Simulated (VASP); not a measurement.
# CoSi3Ir (Pm-3m) in VASP: relaxation of cell and atoms with PBE

Aim: the relaxation of cell and atoms of CoSi3Ir with PBE.

Everything below comes from runs of VASP 6.6.1. Logs are shortened: lines on timing, memory, paths and dates and some standing lists are left out, and cuts for length are marked.

### Step 1. The cell of the first run

The structure is cubic, space group Pm-3m (No. 221). The conventional cell has a = 3.942 Å, b = 3.942 Å, c = 3.942 Å, α = 90.00°, β = 90.00°, γ = 90.00°. Within 3.7 Å of Co (site symmetry m-3m) lie 12 Si at 2.79 Å and 8 Ir at 3.41 Å. Within 2.6 Å of Si (site symmetry 4/mmm) lie 2 Ir at 1.97 Å. Within 2.6 Å of Ir (site symmetry m-3m) lie 6 Si at 1.97 Å.

The cell was built from a structure type or drawn by symmetry, and may not be a known phase.

### Step 2. Relaxation of cell and atoms, PBE, collinear spin, ferromagnetic start

The input, INCAR:

```
PREC     = Accurate       # precision mode
ENCUT    = 600            # plane-wave cutoff, eV
EDIFF    = 1E-7           # SCF threshold, eV
ISMEAR   = 0              # smearing method
SIGMA    = 0.1            # smearing width, eV
LREAL    = F              # projectors in reciprocal space
LASPH    = T              # aspherical terms in the spheres
NELM     = 150            # most SCF steps
ALGO     = Normal         # electronic algorithm
ISIF     = 3              # what is computed and relaxed
LWAVE    = F              # write WAVECAR
LCHARG   = F              # write CHGCAR
ISPIN    = 2              # spin polarisation
MAGMOM   = 3 0 0 0 0      # initial moments
LORBIT   = 11             # projections on sites
LMAXMIX  = 4              # l up to which the mixer works
GGA      = PE             # functional
IBRION   = 2              # ionic algorithm
NSW      = 90             # ionic steps
EDIFFG   = -0.04          # ionic threshold
```

The input, KPOINTS:

```
Automatic mesh
0
Gamma
  4 4 4
```

The input, POSCAR:

```
CoSi3Ir
1.0
    3.9422463200      0.0000000000      0.0000000000
    0.0000000000      3.9422463200      0.0000000000
    0.0000000000      0.0000000000      3.9422463200
Co Si Ir
1 3 1
Direct
    0.0000000000      0.0000000000      0.0000000000
    0.0000000000      0.5000000000      0.5000000000
    0.5000000000      0.5000000000      0.0000000000
    0.5000000000      0.0000000000      0.5000000000
    0.5000000000      0.5000000000      0.5000000000
```

Potentials or basis: VASP PAW PBE potentials, release 64 (Co, Si, Ir).

Command:

```console
$ cat potpaw_PBE.64/Co/POTCAR potpaw_PBE.64/Si/POTCAR potpaw_PBE.64/Ir/POTCAR > POTCAR
$ mpirun -np 1 vasp_std > vasp.out
```

OUTCAR:

```text
PREC = Accurate
   ENCUT = 600
   EDIFF = 1E-7
   ISMEAR = 0
   LREAL = F
   LASPH = T
   NELM = 150
   ISIF = 3
   ISPIN = 2
   LORBIT = 11
   GGA = PE
   IBRION = 2
   NSW = 90
   EDIFFG = -0.04

 ion  position               nearest neighbor table
   1  0.000  0.000  0.000-   2 2.79   3 2.79   4 2.79   2 2.79   4 2.79   2 2.79   3 2.79   2 2.79
                             3 2.79   4 2.79   4 2.79   3 2.79
   2  0.000  0.500  0.500-   5 1.97   5 1.97   4 2.79   1 2.79   1 2.79   3 2.79   1 2.79   4 2.79
                             1 2.79   3 2.79   4 2.79   3 2.79   3 2.79   4 2.79
   3  0.500  0.500  0.000-   5 1.97   5 1.97   4 2.79   1 2.79   2 2.79   4 2.79   2 2.79   1 2.79
                             4 2.79   4 2.79   1 2.79   2 2.79   2 2.79   1 2.79
   4  0.500  0.000  0.500-   5 1.97   5 1.97   3 2.79   1 2.79   1 2.79   3 2.79   2 2.79   3 2.79
                             2 2.79   3 2.79   1 2.79   2 2.79   1 2.79   2 2.79
   5  0.500  0.500  0.500-   2 1.97   3 1.97   4 1.97   3 1.97   4 1.97   2 1.97

  LATTYP: Found a simple cubic cell.
 ALAT       =     3.9422463200

  Lattice vectors:

 A1 = (   3.9422463200,   0.0000000000,   0.0000000000)
 A2 = (   0.0000000000,   3.9422463200,   0.0000000000)
 A3 = (   0.0000000000,   0.0000000000,   3.9422463200)

Analysis of symmetry for initial positions (statically):
=====================================================================
 Subroutine PRICEL returns:
 Original cell was already a primitive cell.

 Routine SETGRP: Setting up the symmetry group for a
 simple cubic supercell.

 Subroutine GETGRP returns: Found 48 space group operations
 (whereof 48 operations were pure point group operations)
 out of a pool of 48 trial point group operations.

The static configuration has the point symmetry O_h .

Analysis of symmetry for dynamics (positions and initial velocities):
=====================================================================
 Subroutine PRICEL returns:
 Original cell was already a primitive cell.

 Routine SETGRP: Setting up the symmetry group for a
 simple cubic supercell.

 Subroutine GETGRP returns: Found 48 space group operations
 (whereof 48 operations were pure point group operations)
 out of a pool of 48 trial point group operations.

The dynamic configuration has the point symmetry O_h .

Analysis of structural, dynamic, and magnetic symmetry:
=====================================================================
 Subroutine PRICEL returns:
 Original cell was already a primitive cell.

 Routine SETGRP: Setting up the symmetry group for a
 simple cubic supercell.

 Subroutine GETGRP returns: Found 48 space group operations
 (whereof 48 operations were pure point group operations)
 out of a pool of 48 trial point group operations.

The overall configuration has the point symmetry O_h .

 Subroutine INISYM returns: Found 48 space group operations
 (whereof 48 operations are pure point group operations),
 and found     1 'primitive' translations

----------------------------------------------------------------------------------------

                                     Primitive cell

  volume of cell :      61.2677

  direct lattice vectors                    reciprocal lattice vectors
     3.942246320  0.000000000  0.000000000     0.253662486  0.000000000  0.000000000
     0.000000000  3.942246320  0.000000000     0.000000000  0.253662486  0.000000000
     0.000000000  0.000000000  3.942246320     0.000000000  0.000000000  0.253662486

  length of vectors
     3.942246320  3.942246320  3.942246320     0.253662486  0.253662486  0.253662486

  position of ions in fractional coordinates (direct lattice)
     0.000000000  0.000000000  0.000000000
     0.000000000  0.500000000  0.500000000
     0.500000000  0.500000000  0.000000000
     0.500000000  0.000000000  0.500000000
     0.500000000  0.500000000  0.500000000

  ion indices of the primitive-cell ions
   primitive index   ion index
                 1           1
                 2           2
                 3           3
                 4           4
                 5           5

----------------------------------------------------------------------------------------

 KPOINTS: Automatic mesh

Automatic generation of k-mesh.
 Grid dimensions read from file:
 generate k-points for:    4    4    4

 Generating k-lattice:

  Cartesian coordinates                     Fractional coordinates (reciprocal lattice)
     0.063415621  0.000000000  0.000000000     0.250000000  0.000000000  0.000000000
     0.000000000  0.063415621  0.000000000     0.000000000  0.250000000  0.000000000
     0.000000000  0.000000000  0.063415621     0.000000000  0.000000000  0.250000000

  Length of vectors
     0.063415621  0.063415621  0.063415621

  Shift w.r.t. Gamma in fractional coordinates (k-lattice)
     0.000000000  0.000000000  0.000000000

 Subroutine IBZKPT returns following result:
 ===========================================

 Found     10 irreducible k-points:

 Following reciprocal coordinates:
            Coordinates               Weight
  0.000000  0.000000  0.000000      1.000000
  0.250000  0.000000  0.000000      6.000000
  0.500000  0.000000  0.000000      3.000000
  0.250000  0.250000  0.000000     12.000000
  0.500000  0.250000  0.000000     12.000000
  0.500000  0.500000  0.000000      3.000000
  0.250000  0.250000  0.250000      8.000000
  0.500000  0.250000  0.250000     12.000000
  0.500000  0.500000  0.250000      6.000000
  0.500000  0.500000  0.500000      1.000000
   k-points           NKPTS =     10   k-points in BZ     NKDIM =     10   number of bands    NBANDS=     21
   number of dos      NEDOS =    301   number of ions     NIONS =      5
   total plane-waves  NPLWV =  32768
   dimension x,y,z NGX =    32 NGY =   32 NGZ =   32
   dimension x,y,z NGXF=    64 NGYF=   64 NGZF=   64
   ions per type =               1   3   1
   NGX,Y,Z   is equivalent  to a cutoff of  13.49, 13.49, 13.49 a.u.
   NGXF,Y,Z  is equivalent  to a cutoff of  26.99, 26.99, 26.99 a.u.
 SYSTEM =  unknown system
   PREC   = accura    normal or accurate (medium, high low for compatibility)
   ISTART =      0    job   : 0-new  1-cont  2-samecut
   ICHARG =      2    charge: 1-file 2-atom 10-const
   ISPIN  =      2    spin polarized calculation?
   LNONCOLLINEAR =      F non collinear calculations
   LSORBIT =      F    spin-orbit coupling
   LASPH  =      T    aspherical Exc in radial PAW
   ENCUT  =  600.0 eV  44.10 Ry    6.64 a.u.   7.87  7.87  7.87*2*pi/ulx,y,z
   NELM   =    150;   NELMIN=  2; NELMDL= -5     # of ELM steps
   EDIFF  = 0.1E-06   stopping-criterion for ELM
   LREAL  =      F    real-space projection
   EDIFFG = -.4E-01   stopping-criterion for IOM
   NSW    =     90    number of steps for IOM
   IBRION =      2    ionic relax: 0-MD 1-quasi-New 2-CG
   NFREE  =      1    steps in history (QN), initial steepest desc. (CG)
   ISIF   =      3    stress and relaxation
   ISYM   =      2    0-nonsym 1-usesym 2-fastsym
   POTIM  = 0.5000    time-step for ionic-motion
   TEBEG  =    0.0;   TEEND  =   0.0 temperature during run
   PSTRESS=    0.0 pullay stress
   NELECT =      30.0000    total number of electrons
   NUPDOWN=      -1.0000    fix difference up-down
   EMIN   =  10.00;   EMAX   =-10.00  energy-range for DOS
   EFERMI =   0.00;   METHOD = LEGACY
   ISMEAR =     0;   SIGMA  =   0.10  broadening in eV -4-tet -1-fermi 0-gaus
   EFERMI_NEDOS =   21; number of points for ismear=-14 and -15
   IALGO  =     38    algorithm
   IMIX   =      4    mixing-type and parameters
     AMIX     =   0.40;   BMIX     =  1.00
     AMIX_MAG =   1.60;   BMIX_MAG =  1.00
  volume/ion in A,a.u.               =      12.25        82.69
  Fermi-wavevector in a.u.,A,eV,Ry     =   1.290342  2.438393 22.653461  1.664982
  Thomas-Fermi vector in A             =   2.422179
   LORBIT       =     11    0 simple, 1 ext, 2 COOP (PROOUT), +10 PAW based schemes
   GGA     = PE    functional components
   LHFCALC =     F    Hartree Fock is set to
   AEXX    =    0.0000 exact exchange contribution
   IVDW    =     0    specifies the selected vdW correction
   LEPSILON=     F    determine dielectric tensor
   LRPA    =     F    only Hartree local field effects (RPA)
 conjugate gradient relaxation of ions
 spin polarized calculation
 Gauss-broadening in eV      SIGMA  =   0.10
  energy-cutoff  :      600.00
  volume of cell :       61.27
 maximum number of plane-waves:      2064
 NGX is ok and might be reduce to    32
   NGX = 15   NGY = 15   NGZ = 15

--------------------------------------- Ionic step        1  -------------------------------------------

 number of electron      29.9999998 magnetization       0.0792033

 Free energy of the ion-electron system (eV)
  ---------------------------------------------------
  ext. energy  EPLUGINS =         0.00000000
  ---------------------------------------------------
  free energy    TOTEN  =       -18.20106883 eV

  energy without entropy =      -18.17317186  energy(sigma->0) =      -18.18712034

 E-fermi :  12.4495     XC(G=0): -12.3874

 val. band max:       12.4297233064   @ k =   0.5000   0.0000   0.0000
 cond. band min:      12.4759068141   @ k =   0.2500   0.2500   0.0000
 fundamental gap:      0.0461835077
 Fermi energy:        12.4494782131

 spin component 1

 k-point     1 :       0.0000    0.0000    0.0000
  band No.  band energies     occupation
      1      -2.9557      1.00000
      2       0.9499      1.00000
      3       0.9499      1.00000
      4       4.9227      1.00000
      5       4.9227      1.00000
      6       4.9227      1.00000
[... 510 lines left out ...]
--------------------------------------- Ionic step        2  -------------------------------------------

 number of electron      29.9999961 magnetization       0.0475110

 number of electron      29.9999965 magnetization      -0.2696440

 E-fermi :   1.0799     XC(G=0):  -7.6413

 val. band max:        1.0777682038   @ k =   0.2500   0.0000   0.0000
 cond. band min:       1.0835406008   @ k =   0.5000   0.5000   0.5000
 fundamental gap:      0.0057723971
 Fermi energy:         1.0799273227

 spin component 1

 k-point     1 :       0.0000    0.0000    0.0000
  band No.  band energies     occupation
      1      -6.9702      1.00000
      2      -5.3579      1.00000
      3      -5.3579      1.00000
      4      -0.5302      1.00000
      5      -0.5302      1.00000
      6      -0.5302      1.00000
[... 715 lines left out ...]
--------------------------------------- Ionic step        8  -------------------------------------------

 number of electron      29.9999989 magnetization       0.0000299

 number of electron      29.9999989 magnetization      -0.0000040

 Free energy of the ion-electron system (eV)
  ---------------------------------------------------
  ext. energy  EPLUGINS =         0.00000000
  ---------------------------------------------------
  free energy    TOTEN  =       -27.44551334 eV

  energy without entropy =      -27.41595308  energy(sigma->0) =      -27.43073321

 E-fermi :   6.2647     XC(G=0): -10.3101

 val. band max:        6.2305193644   @ k =   0.5000   0.5000   0.5000
 cond. band min:       6.2966521129   @ k =   0.5000   0.0000   0.0000
 fundamental gap:      0.0661327486
 Fermi energy:         6.2647380352

 spin component 1

 k-point     1 :       0.0000    0.0000    0.0000
  band No.  band energies     occupation
      1      -5.2937      1.00000
      2      -2.0715      1.00000
      3      -2.0715      1.00000
      4       2.1486      1.00000
      5       2.1486      1.00000
      6       2.1486      1.00000
[... 504 lines left out ...]
  FREE ENERGIE OF THE ION-ELECTRON SYSTEM (eV)
  ---------------------------------------------------
  free  energy   TOTEN  =       -27.4455133383 eV

  energy  without entropy=      -27.4159530828  energy(sigma->0) =      -27.43073321

 reached required accuracy - stopping structural energy minimisation

 total charge

# of ion       s       p       d       tot
------------------------------------------
    1        0.382   0.078   7.324   7.784
    2        0.835   0.714   0.000   1.550
    3        0.835   0.714   0.000   1.550
    4        0.835   0.714   0.000   1.550
    5        0.790   0.957   7.425   9.172
--------------------------------------------------
tot          3.677   3.178  14.749  21.605

 magnetization (x)

# of ion       s       p       d       tot
------------------------------------------
    1       -0.000   0.000  -0.000  -0.000
    2        0.000   0.000   0.000   0.000
    3        0.000   0.000   0.000   0.000
    4        0.000   0.000   0.000   0.000
    5       -0.000  -0.000   0.000   0.000
--------------------------------------------------
tot         -0.000   0.000  -0.000  -0.000
```

Wall time 12 min (1 thread of AMD EPYC 7R43 (Zen 3), shared host); peak memory 0.2 GiB.

What came out:

* Free energy: -27.4455 eV
* Relaxed volume: 19.25 Å³/atom
* Relaxed cell: a = 4.583 Å, b = 4.583 Å, c = 4.583 Å, α = 90.00°, β = 90.00°, γ = 90.00°
* Space group after relaxing (to 0.1 Å): Pm-3m (No. 221)
* Energy gained by relaxing: 1848.9 meV/atom
* Ionic steps: 8
* Pressure after relaxing: 0.0 GPa
* Band gap on the k mesh: zero (filled and empty bands overlap)
* Net moment: 0.00 μB per cell
* Valence electrons inside the program's atomic spheres: Co 7.78; Si 1.55; Ir 9.17

Step by step:
```tsv
step	energy change (eV)	largest force (eV/Å)	pressure (GPa)	volume (Å³)
1	0.0000	0.0000	122.67	61.27
2	-1.6806	0.0000	-13.72	187.79
3	-9.1113	0.0000	-5.98	102.86
4	-9.2158	0.0000	-3.03	99.20
5	-9.2440	0.0000	0.40	95.91
6	-9.2437	0.0000	-0.51	96.72
7	-9.2441	0.0000	0.36	95.96
8	-9.2444	0.0000	0.01	96.26
```

Final structure:
```
Co Si Ir
1.0
     4.58305    0.00000    0.00000
     0.00000    4.58305    0.00000
     0.00000    0.00000    4.58305
Co Si Ir
1 3 1
Direct
  0.00000 0.00000 0.00000
  0.00000 0.50000 0.50000
  0.50000 0.50000 0.00000
  0.50000 0.00000 0.50000
  0.50000 0.50000 0.50000
```

Caveat: the k points lie up to 0.34 Å⁻¹ apart in the final cell; the volume moved by over 15 % at a fixed basis, so the end points are rough; spin-orbit coupling is left out, which moves the levels of the heavy elements.
